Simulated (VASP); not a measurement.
Wanted: the native input for a VASP 6.6.1 run.

```yaml
Task: single point
Functional: PBEsol
Potentials_or_basis: VASP PAW PBE potentials, release 64 (Li_sv, H)
Cutoff: 520 eV
k_mesh: 8 × 8 × 8
Occupations: gaussian, width 0.01 eV
Spin: no spin polarisation
Dipole_correction: no
Further_INCAR_settings: ALGO = Normal; EDIFF = 1e-07; NBANDS = 9
```

The structure of LiH lies in POSCAR:

```
LiH
1.0
    0.0000000000      2.1451220099      2.1451220099
    2.1451220099      0.0000000000      2.1451220099
    2.1451220099      2.1451220099      0.0000000000
Li H
1 1
Direct
    0.0000000000      0.0000000000      0.0000000000
    0.2500000000      0.2500000000      0.2500000000
```

One way to write it, as run:

INCAR

```
SYSTEM = LiH
PREC     = Accurate       ! precision mode
ENCUT    = 520            ! plane-wave cutoff, eV
EDIFF    = 1E-7           ! SCF threshold, eV
ISMEAR   = 0              ! smearing method
SIGMA    = 0.01           ! smearing width, eV
LREAL    = .FALSE.        ! projectors in reciprocal space
LASPH    = .TRUE.         ! aspherical terms in the spheres
NELM     = 80             ! most SCF steps
ALGO     = Normal         ! electronic algorithm
ISIF     = 2              ! what is computed and relaxed
LWAVE    = .FALSE.        ! write WAVECAR
LCHARG   = .FALSE.        ! write CHGCAR
GGA      = PS             ! functional
NBANDS   = 9              ! bands
```

KPOINTS

```
regular mesh
0
G
  8 8 8
  0 0 0
```

Potentials or basis: VASP PAW PBE potentials, release 64 (Li_sv, H).

Launch:

```bash
$ cat potpaw_PBE.64/Li_sv/POTCAR potpaw_PBE.64/H/POTCAR > POTCAR
$ mpirun -np 1 vasp_std > vasp.out
```

Results of the run:

- Band gap on the k mesh: 3.98 eV (least direct gap 5.09 eV)

Run time: 8 s on 1 thread of Intel(R) Xeon(R) Platinum 8259CL CPU @ 2.50GHz (Skylake/Cascade Lake), on a shared host, peak memory 0.13 GiB.
